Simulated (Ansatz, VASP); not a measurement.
One calculation of MnF2, two programs

File INCAR:

```
  PREC = Accurate
  ENCUT = 600
  EDIFF = 1E-6
  ISMEAR = 0
  SIGMA = 0.1
  LREAL = F
  LASPH = T
  NELM = 120
  ALGO = Normal
  ISIF = 2
  LWAVE = F
  LCHARG = F
  GGA = PE
  NBANDS = 36
  GGA_COMPAT = F
```

KPOINTS

```
regular mesh
0
Gamma
  8 8 14
```

POSCAR

```
MnF2
1.0
    4.8789824191      0.0000000000      0.0000000000
    0.0000000000      4.8789824191      0.0000000000
    0.0000000000      0.0000000000      2.7058293687
Mn F
2 4
Direct
    0.0000000000      0.0000000000      0.0000000000
    0.5000000000      0.5000000000      0.5000000000
    0.2877468823      0.2877468823      0.0000000000
    0.2122531177      0.7877468823      0.5000000000
    0.7122531177      0.7122531177      0.0000000000
    0.7877468823      0.2122531177      0.5000000000
```

Input for Ansatz:

```yaml
crystal:
  lattice:
    - [4.8789824191, 0.0, 0.0]
    - [0.0, 4.8789824191, 0.0]
    - [0.0, 0.0, 2.7058293687]
  atoms:
    - { symbol: Mn, position: [0.0, 0.0, 0.0] }
    - { symbol: Mn, position: [0.5, 0.5, 0.5] }
    - { symbol: F, position: [0.2877468823, 0.2877468823, 0.0] }
    - { symbol: F, position: [0.2122531177, 0.7877468823, 0.5] }
    - { symbol: F, position: [0.7122531177, 0.7122531177, 0.0] }
    - { symbol: F, position: [0.7877468823, 0.2122531177, 0.5] }
basis:
  ecutwfc: 420
kpoints:
  mp_grid: { grid: [8, 8, 14] }
  band_path:
    path:
      - [[0.0, 0.0, 0.0], [0.0, 0.5, 0.0], [0.5, 0.5, 0.0], [0.0, 0.0, 0.0], [0.0, 0.0, 0.5], [0.0, 0.5, 0.5], [0.5, 0.5, 0.5], [0.0, 0.0, 0.5]]
      - [[0.0, 0.5, 0.0], [0.0, 0.5, 0.5]]
      - [[0.5, 0.5, 0.0], [0.5, 0.5, 0.5]]
    npoints: 10
hamiltonian:
  xc: pbe
  pseudopotentials: { kind: paw }
scf:
  occupations: { method: gaussian, width: 0.1 }
  n_extra_bands: 9
output:
  forces: true
  stress: true
  eigenvalues: true
  dos: { projected: false, de: 0.02, nscf_kmesh: { grid: [12, 12, 21] } }
  write_density: true
  write_potential: true
  elf: true
  volumetric_format: npy
```

Alike in both runs: task single point; functional PBE; k mesh 8 × 8 × 14; occupations gaussian, width 0.1 eV; no spin polarisation.

```csv
,VASP,Ansatz
version,VASP 6.6.1,Ansatz 0.2.0
potentials or method,"VASP PAW PBE potentials, release 64 (Mn_pv, F), cutoff 600 eV","scalar-relativistic, plane waves, PAW"
valence electrons in the cell,54,58
```

VASP gave:

```
gap on the k mesh at the Fermi level (eV)                     : none
pressure (GPa)                                                : 0.4
traceless stress, the component that is largest in VASP (GPa) : 0.18
rms of the force components (eV/Å)                            : 0.012
```

**Question.** Estimate Ansatz's values.

**Answer.** gap on the k mesh at the Fermi level (eV): none; pressure (GPa): 0.0; traceless stress, the component that is largest in VASP (GPa): -0.01; rms of the force components (eV/Å): 0.000.

Atom by atom the forces differ by 0.012 eV/Å (rms over components). A gap of «none» marks a metal or a gap that the smearing closes. VASP's potentials hold 54 valence electrons a cell and Ansatz's 58, so a difference there can come from the potentials and not from the codes.
